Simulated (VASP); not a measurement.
# Ge (P6_3/mmc) in VASP: a series of runs, part 3 of 3

VASP 6.6.1. Earlier steps stand in the parts before.

## 6. Relaxation of shape and atoms at fixed volume, PBE (21.72 Å³/atom)

This run uses another cell than the first one, of 21.72 Å³/atom.

Input file INCAR:

```
PREC     = Accurate       # precision mode
ENCUT    = 600            # plane-wave cutoff, eV
EDIFF    = 1E-7           # SCF threshold, eV
ISMEAR   = 0              # smearing method
SIGMA    = 0.1            # smearing width, eV
LREAL    = False          # projectors in reciprocal space
LASPH    = True           # aspherical terms in the spheres
NELM     = 60             # most SCF steps
ALGO     = Normal         # electronic algorithm
ISIF     = 4              # what is computed and relaxed
LWAVE    = False          # write WAVECAR
LCHARG   = False          # write CHGCAR
GGA      = PE             # functional
IBRION   = 2              # ionic algorithm
NSW      = 50             # ionic steps
EDIFFG   = -0.01          # ionic threshold
```

Input file KPOINTS:

```
Automatic mesh
0
Gamma
  12 12 6
```

Input file POSCAR:

```
Ge
1.0
    3.9311406429      0.0000000000      0.0000000000
   -1.9655703215      3.4044676626      0.0000000000
    0.0000000000      0.0000000000      6.4901101566
Ge
4
Direct
    0.6666666667      0.3333333333      0.0629628720
    0.3333333333      0.6666666667      0.5629628720
    0.6666666667      0.3333333333      0.4370371280
    0.3333333333      0.6666666667      0.9370371280
```

Potentials or basis: VASP PAW PBE potentials, release 64 (Ge_d).

Launch:

```console
cat potpaw_PBE.64/Ge_d/POTCAR > POTCAR
mpirun -np 1 vasp_std > vasp.out
```

OUTCAR:

```text
PREC = Accurate
   ENCUT = 600
   EDIFF = 1E-7
   ISMEAR = 0
   LREAL = False
   LASPH = True
   NELM = 60
   ISIF = 4
   GGA = PE
   IBRION = 2
   NSW = 50
   EDIFFG = -0.01

 ion  position               nearest neighbor table
   1  0.667  0.333  0.063-   4 2.41   4 2.41   4 2.41   3 2.43
   2  0.333  0.667  0.563-   3 2.41   3 2.41   3 2.41   4 2.43
   3  0.667  0.333  0.437-   2 2.41   2 2.41   2 2.41   1 2.43
   4  0.333  0.667  0.937-   1 2.41   1 2.41   1 2.41   2 2.43

  LATTYP: Found a hexagonal cell.
 ALAT       =     3.9311406429
 C/A-ratio  =     1.6509483496

  Lattice vectors:

 A1 = (   3.9311406429,   0.0000000000,   0.0000000000)
 A2 = (  -1.9655703215,   3.4044676626,   0.0000000000)
 A3 = (   0.0000000000,   0.0000000000,   6.4901101566)

Analysis of symmetry for initial positions (statically):
=====================================================================
 Subroutine PRICEL returns:
 Original cell was already a primitive cell.

 Routine SETGRP: Setting up the symmetry group for a
[... 223 lines left out ...]

 E-fermi :   5.5813     XC(G=0): -10.1203

 val. band max:        5.5299833794   @ k =   0.0000   0.0000   0.0000
 cond. band min:       5.6018104188   @ k =   0.0000   0.0000   0.0000
 fundamental gap:      0.0718270394
 Fermi energy:         5.5813377738

 k-point     1 :       0.0000    0.0000    0.0000
  band No.  band energies     occupation
      1     -19.5156      2.00000
      2     -19.5156      2.00000
      3     -19.4730      2.00000
      4     -19.4714      2.00000
      5     -19.4714      2.00000
      6     -19.4598      2.00000
[... 853 lines left out ...]
     32       9.4960      0.00000
     33      10.2361      0.00000

 [... further k-points ...]

------------------------ aborting loop because EDIFF is reached ----------------------------------------

  FORCE on cell =-STRESS in cart. coord.  units (eV):
  Direction    XX          YY          ZZ          XY          YZ          ZX
  --------------------------------------------------------------------------------------
  -------------------------------------------------------------------------------------
  Total        3.7473710      3.7473710      3.8023889     -0.0000000      0.0000000      0.0000000
  in kB       69.1221774     69.1221774     70.1370108     -0.0000000      0.0000000      0.0000000
  external PRESSURE =      69.4604552 kB  Pullay stress =       0.0000000 kB

 VOLUME and BASIS-vectors are now :
 -----------------------------------------------------------------------------
  energy-cutoff  :      600.00
  volume of cell :       86.86
      direct lattice vectors                 reciprocal lattice vectors
     3.931076854 -0.000000000  0.000000000     0.254383223  0.146868222  0.000000000
    -1.965538427  3.404412420 -0.000000000     0.000000000  0.293736445  0.000000000
     0.000000000 -0.000000000  6.490320785     0.000000000  0.000000000  0.154075589

 POSITION                                       TOTAL-FORCE (eV/Angst)
 -----------------------------------------------------------------------------------
      1.96554      1.13480      0.40944        -0.000000      0.000000     -0.003267
     -0.00000      2.26961      3.65460        -0.000000      0.000000     -0.003267
      1.96554      1.13480      2.83572         0.000000     -0.000000      0.003267
     -0.00000      2.26961      6.08088        -0.000000     -0.000000      0.003267
 -----------------------------------------------------------------------------------
    total drift:                               -0.000000      0.000000      0.000000

  FREE ENERGIE OF THE ION-ELECTRON SYSTEM (eV)
  ---------------------------------------------------
  free  energy   TOTEN  =       -17.8323297358 eV

  energy  without entropy=      -17.8319825922  energy(sigma->0) =      -17.83215616

 reached required accuracy - stopping structural energy minimisation
```

OSZICAR:

```text
N       E                     dE             d eps       ncg     rms          rms(c)
DAV:   1     0.507517492472E+03    0.50752E+03   -0.31414E+04  5752   0.515E+03
DAV:   2     0.688294721951E+02   -0.43869E+03   -0.43218E+03  5016   0.892E+02
[... 12 lines left out ...]
   1 F= -.17832307E+02 E0= -.17832135E+02  d E =-.178323E+02
       N       E                     dE             d eps       ncg     rms          rms(c)
DAV:   1    -0.178323146721E+02   -0.71961E-05   -0.11251E-02  5882   0.746E-01    0.962E-03
DAV:   2    -0.178323297200E+02   -0.15048E-04   -0.16595E-04  6433   0.126E-01    0.479E-03
DAV:   3    -0.178323297468E+02   -0.26836E-07   -0.31632E-06  6202   0.146E-02    0.216E-03
DAV:   4    -0.178323297358E+02    0.10989E-07   -0.25550E-07  3963   0.382E-03
   2 F= -.17832330E+02 E0= -.17832156E+02  d E =-.222732E-04
```

Run time: 3.7 min. Hardware: 1 thread of AMD EPYC 7R13 (Zen 3), shared host; peak memory 0.32 GiB.

Results:

```
Free energy                  : -17.8323 eV
Energy gained by relaxing    : 0.0 meV/atom
Ionic steps                  : 2
Pressure after relaxing      : 6.9 GPa
Largest force after relaxing : 0.003 eV/Å
Band gap on the k mesh       : zero (filled and empty bands touch)
```

Forces on the atoms (eV/Å):
```
Ge   0.000  0.000 -0.003
Ge   0.000  0.000 -0.003
Ge   0.000  0.000  0.003
Ge   0.000  0.000  0.003
```

Stress tensor (GPa, compression positive):
```
6.91 0.00 0.00
0.00 6.91 0.00
0.00 0.00 7.01
```

Final structure:
```
CELL_PARAMETERS angstrom
3.93108 0.00000 0.00000
-1.96554 3.40441 0.00000
0.00000 0.00000 6.49032
ATOMIC_POSITIONS crystal
Ge 0.66667 0.33333 0.06309
Ge 0.33333 0.66667 0.56309
Ge 0.66667 0.33333 0.43691
Ge 0.33333 0.66667 0.93691
```

Levels at points of the mesh, in eV from the Fermi level:
| k point | band 24 | band 25 | band 26 | band 27 | band 28 | band 29 | band 30 | band 31 | band 32 | band 33 |
| --- | --- | --- | --- | --- | --- | --- | --- | --- | --- | --- |
| (0.00, 0.00, 0.00) | -1.68 | -1.68 | -0.30 | -0.05 | 0.02 | 0.02 | 0.35 | 2.14 | 2.14 | 2.69 |
| (0.50, 0.00, 0.00) | -6.99 | -4.96 | -3.36 | -3.12 | -1.64 | 0.38 | 1.70 | 3.44 | 3.61 | 4.33 |
| (0.00, 0.00, 0.50) | -5.01 | -1.02 | -1.02 | -1.02 | -1.02 | 0.75 | 0.75 | 3.30 | 3.30 | 3.30 |
| (0.50, 0.00, 0.50) | -8.19 | -2.80 | -2.80 | -2.67 | -2.67 | 0.45 | 0.45 | 1.97 | 1.97 | 6.14 |

Caveat: semilocal functionals underestimate gaps, so a narrow gap can read as zero.

## 7. The runs side by side

| task | cell | cutoff (eV) | gap on the mesh (eV) | pressure (GPa) |
| --- | --- | --- | --- | --- |
| relaxation of shape and atoms at fixed volume | relaxed from a = 3.974, b = 3.974, c = 6.561 Å, angles 90.0, 90.0, 120.0°, 4 atoms | 600 | none | 4.2 |
| relaxation of shape and atoms at fixed volume | relaxed from a = 4.017, b = 4.017, c = 6.625 Å, angles 90.0, 90.0, 120.0°, 4 atoms | 600 | - | 1.9 |
| single point | a = 4.191, b = 4.191, c = 6.904 Å, angles 90.0, 90.0, 120.0°, 4 atoms | 520 | none | -4.5 |
| single point | a = 3.885, b = 3.885, c = 6.426 Å, angles 90.0, 90.0, 120.0°, 4 atoms | 520 | 0.03 | 10.2 |
| relaxation of shape and atoms at fixed volume | relaxed from a = 3.931, b = 3.931, c = 6.490 Å, angles 90.0, 90.0, 120.0°, 4 atoms | 600 | none | 6.9 |

Alike in all rows: level PBE; potentials or basis VASP PAW PBE potentials, release 64 (Ge_d); no spin polarisation; k mesh 12 × 12 × 6; smearing gaussian 0.1 eV.

Caveats: semilocal functionals underestimate gaps, so a narrow gap can read as zero (at least some runs); the relaxation stopped at its first step, so nothing moved (at least some runs); the cell stands under tension (at least some runs); the cell stands under pressure (at least some runs).

Absolute energies hang on the potentials; compare differences alone.
